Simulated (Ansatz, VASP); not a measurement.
## Two plane-wave programs on La

```xyz
2
Lattice="0.0000 2.5199 2.5199 2.5199 0.0000 2.5199 2.5199 2.5199 0.0000" Properties=species:S:1:pos:R:3 pbc="T T T"
La   -0.6300   -0.6300   -0.6300
La    0.6300    0.6300    0.6300
```

Change from the starting cell: volume scaled by 0.43, norm-conserving files.

Alike in both runs: task single point; functional PBE; k mesh 9 × 9 × 9; occupations fermi-dirac, width 0.05 eV; no spin polarisation.

|  | VASP | Ansatz |
| --- | --- | --- |
| version | VASP 6.6.1 | Ansatz 0.2.0 |
| potentials or method | VASP PAW PBE potentials, release 64 (La) | norm-conserving pseudopotentials, scalar-relativistic |
| plane-wave cutoff (eV) | 520 | 1497 |
| valence electrons in the cell | 22 | 22 |

Ansatz gave:

```
pressure (GPa) : 277.1
```

Question: Estimate VASP's values.

Answer: Pressure (GPa): 287.2.

Both programs put the cell under a high pressure, so it lies far from rest at this level.

Neither program's run includes spin-orbit coupling. Noted on VASP's run: the cell as given lies far from equilibrium.
